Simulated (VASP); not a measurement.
## CuSi32 (a cell with a defect): relaxation of the atoms with PBE

System: CuSi32 (a cell with a defect).

```xyz
33
Lattice="-5.4697 5.4697 5.4697 5.4697 -5.4697 5.4697 5.4697 5.4697 -5.4697" Properties=species:S:1:pos:R:3 pbc="T T T"
Si    1.3674    1.3674   -1.3674
Si    1.3674   -1.3674    1.3674
Si    6.8372    1.3674   -1.3674
Si    6.8372   -1.3674    1.3674
Si   -1.3674    1.3674    1.3674
Si    4.1023    4.1023   -1.3674
Si    4.1023    1.3674    1.3674
Si    4.1023   -1.3674    4.1023
Si    1.3674    6.8372   -1.3674
Si    1.3674    4.1023    1.3674
Si    1.3674    1.3674    4.1023
Si    1.3674   -1.3674    6.8372
Si   -1.3674    6.8372    1.3674
Si   -1.3674    4.1023    4.1023
Si   -1.3674    1.3674    6.8372
Si    4.1023    4.1023    4.1023
Si    2.7349    2.7349   -2.7349
Si    2.7349    0.0000    0.0000
Si    2.7349   -2.7349    2.7349
Si    8.2046    0.0000    0.0000
Si    0.0000    2.7349    0.0000
Si    0.0000    0.0000    2.7349
Si    5.4697    2.7349    0.0000
Si    5.4697    0.0000    2.7349
Si   -2.7349    2.7349    2.7349
Si    2.7349    5.4697    0.0000
Si    2.7349    2.7349    2.7349
Si    2.7349    0.0000    5.4697
Si    0.0000    8.2046    0.0000
Si    0.0000    5.4697    2.7349
Si    0.0000    2.7349    5.4697
Si    0.0000    0.0000    8.2046
Cu    0.0000    5.4697    0.0000
```

* Program: VASP 6.6.1
* Task: relaxation of the atoms
* Functional: PBE
* Potentials or basis: VASP PAW PBE potentials, release 64 (Si, Cu)
* Cutoff: 520 eV
* k mesh: 1 × 1 × 1, shifted
* Occupations: fermi-dirac, width 0.01 eV
* Spin: no spin polarisation
* Dipole correction: no
* Charge: 1
* Further INCAR settings: LREAL = Auto; ALGO = Normal; EDIFF = 1e-07; IBRION = 2; EDIFFG = -0.02; NSW = 90; NELECT = 138.0

The energy gained by relaxing is 4.4 meV/atom. The ionic steps are 9 and the largest force after relaxing is 0.006 eV/Å.

Forces on the atoms (eV/Å):
```
Si   0.000  0.002  0.000
Si   0.000 -0.002  0.000
Si   0.000  0.000 -0.002
Si   0.000  0.000  0.002
Si   0.000  0.002  0.000
Si  -0.002  0.000  0.000
Si   0.000  0.000  0.002
Si  -0.004 -0.004 -0.004
Si   0.004  0.004 -0.004
Si   0.004 -0.004  0.004
Si   0.002  0.000  0.000
Si   0.002  0.000  0.000
Si  -0.004  0.004  0.004
Si   0.000  0.000 -0.002
Si  -0.002  0.000  0.000
Si   0.000 -0.002  0.000
Si   0.001 -0.001 -0.001
Si   0.000  0.000  0.000
Si   0.001  0.001  0.001
Si   0.000  0.000  0.000
Si   0.000 -0.002  0.000
Si   0.000  0.000  0.000
Si   0.000  0.000  0.000
Si   0.000  0.000 -0.002
Si  -0.001 -0.001  0.001
Si   0.002  0.000  0.000
Si  -0.001  0.001 -0.001
Si  -0.002  0.000  0.000
Si   0.000  0.002  0.000
Si   0.000  0.000  0.002
Si   0.000  0.000  0.000
Si   0.000  0.000  0.000
Cu   0.000  0.000  0.000
```

The path:
| step | energy change (eV) | largest force (eV/Å) | pressure (GPa) |
| --- | --- | --- | --- |
| 1 | 0.0000 | 0.9068 | -1.14 |
| 2 | -0.1090 | 0.3470 | -1.31 |
| 3 | -0.1119 | 0.3858 | -1.33 |
| 4 | -0.1350 | 0.1263 | -1.35 |
| 5 | -0.1386 | 0.1022 | -1.36 |
| 6 | -0.1433 | 0.0281 | -1.37 |
| 7 | -0.1436 | 0.0362 | -1.37 |
| 8 | -0.1443 | 0.0214 | -1.38 |
| 9 | -0.1447 | 0.0064 | -1.38 |

Final structure:
```xyz
33
Lattice="-5.4697 5.4697 5.4697 5.4697 -5.4697 5.4697 5.4697 5.4697 -5.4697" Properties=species:S:1:pos:R:3 pbc="T T T"
Si   -4.1024    6.8312    4.1024
Si    1.3673   -1.3615    1.3673
Si    6.8370    1.3673   -1.3615
Si    1.3673    4.1024    6.8312
Si    4.1024    6.8312   -4.1024
Si    4.1082    4.1024   -1.3673
Si    4.1024    1.3673    1.3615
Si    4.0636   -1.4062    4.0636
Si    1.4062    6.8759   -1.4062
Si    1.4062    4.0636    1.4062
Si    1.3615    1.3673    4.1024
Si    6.8312    4.1024    1.3673
Si   -1.4062    6.8759    1.4062
Si   -1.3673    4.1024    4.1082
Si   -1.3615    1.3673    6.8370
Si    4.1024    4.1082    4.1024
Si    2.7050    2.7647   -2.7050
Si    2.7349    0.0000    0.0000
Si    2.7050    8.1748    2.7050
Si    8.2046    0.0000    0.0000
Si    0.0000    2.7216    0.0000
Si    0.0000    0.0000    2.7349
Si    5.4697    2.7349    0.0000
Si    5.4697    0.0000    2.7216
Si   -2.7050    2.7647    2.7050
Si    2.7481    5.4697    0.0000
Si    2.7647    2.7050    2.7647
Si    2.7216    0.0000    5.4697
Si    0.0000    8.2178    0.0000
Si    0.0000    5.4697    2.7481
Si    0.0000    2.7349    5.4697
Si    0.0000    0.0000    8.2046
Cu    0.0000    5.4697    0.0000
```

Levels at points of the mesh, in eV from the Fermi level:
```tsv
k point	band 66	band 67	band 68	band 69	band 70	band 71	band 72	band 73
(0.25, 0.25, 0.25)	-0.39	-0.39	-0.28	-0.28	0.99	1.71	1.71	1.71
```

It took 29 min on 1 thread of Intel Xeon 8259CL, with other jobs on the host, peak memory 0.8 GiB.

Caveat: the k points lie up to 0.81 Å⁻¹ apart, too coarse for converged energies, forces and pressures; the cell carries a net charge on a neutralising background, which shifts energy and pressure; the cell is charged against a uniform background, so pressure and absolute levels hang on convention.
